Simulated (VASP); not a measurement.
Runs of VASP 6.6.1 on Ga2GeO3. The structure is that of space group P-4m2 (No. 115), or close to it. The cells are those of the table. 

```csv
task,potentials or basis,cell,k mesh,cutoff (eV),second run,gap on the mesh (eV),pressure (GPa),largest force (eV/Å)
relaxation of cell and atoms,"VASP PAW PBE potentials, release 64 (Ga_d, Ge_d, O)","relaxed from a = 3.343, b = 3.343, c = 7.378 Å, 6 atoms",6 × 6 × 4,600,-,none,0.0,0.03
single point,"VASP PAW PBE potentials, release 64 (Ga_d, Ge_d, O)","a = 3.072, b = 3.072, c = 7.704 Å, 6 atoms",12 × 12 × 6,520,-,none,0.4,0.07
single point,"VASP PAW PBE potentials, release 64 (Ga_d, Ge_d, O)","a = 3.075, b = 3.075, c = 7.704 Å, 6 atoms",6 × 6 × 4,520,-,none,0.4,0.07
single point,"VASP PAW PBE potentials, release 64 (Ga_d, Ge_d, O)","a = 3.343, b = 3.343, c = 7.378 Å, 6 atoms",6 × 6 × 4,520,-,none,(a),4.32
single point,"VASP PAW PBE potentials, release 64 (Ga_d, Ge_d, O_h)","a = 3.075, b = 3.075, c = 7.704 Å, 6 atoms",6 × 6 × 4,910,hard_potentials,none,0.1,0.06
```

Alike in all rows: level PBE; no spin polarisation; smearing gaussian 0.1 eV.

**Question.** Fill in the values left out.

**Answer.** (a) -10.9.

Caveats: forces of over 1 eV/Å act on the atoms, so gaps and moduli don't describe the material at rest (some runs); the cutoff is under 1.25 times the usual one of these potentials, so pressure, stress and relaxed cells hold a basis-set (Pulay) error (some runs).

A k mesh can miss the band edges, and the runs leave out spin-orbit coupling on Ga, Ge.

A gap of «none» marks levels without a gap at the run's occupations.
